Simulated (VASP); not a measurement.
Here is a VASP 6.6.1 calculation.

The input POSCAR:

```
V
1.0
    0.0000000000      1.8950000000      1.8950000000
    1.8950000000      0.0000000000      1.8950000000
    1.8950000000      1.8950000000      0.0000000000
V
1
Direct
    0.0000000000      0.0000000000      0.0000000000
```

Contents of INCAR.step1:

```
PREC = Accurate
ENCUT = 520
EDIFF = 1E-6
ISMEAR = -1
SIGMA = 0.05
LREAL = F
LASPH = T
NELM = 150
ALGO = Normal
ISIF = 2
LWAVE = F
LCHARG = T
ISPIN = 2
MAGMOM = 1.5
LMAXMIX = 4
GGA = PE
NBANDS = 16
```

KPOINTS.step1

```
regular mesh
0
Gamma
  16 16 16
```

Contents of INCAR.step2:

```
PREC = Accurate
ENCUT = 520
EDIFF = 1E-6
ISMEAR = -5
SIGMA = 0.05
LREAL = F
LASPH = T
NELM = 150
ALGO = Normal
ISIF = 2
LWAVE = F
LCHARG = F
ISPIN = 2
MAGMOM = 1.5
LORBIT = 11
LMAXMIX = 4
GGA = PE
NEDOS = 2001
ICHARG = 11
```

File KPOINTS.step2:

```
regular mesh
0
Gamma
  24 24 24
```

Potentials or basis: VASP PAW PBE potentials, release 64 (V_sv).

Command:

```console
$ cat potpaw_PBE.64/V_sv/POTCAR > POTCAR
$ cp INCAR.step1 INCAR
$ cp KPOINTS.step1 KPOINTS
$ mpirun -np 1 vasp_std > vasp.out
$ cp INCAR.step2 INCAR
$ cp KPOINTS.step2 KPOINTS
$ mpirun -np 1 vasp_std > vasp.out
```

Task: Estimate the net moment.

Result: 0.00 μB per cell.
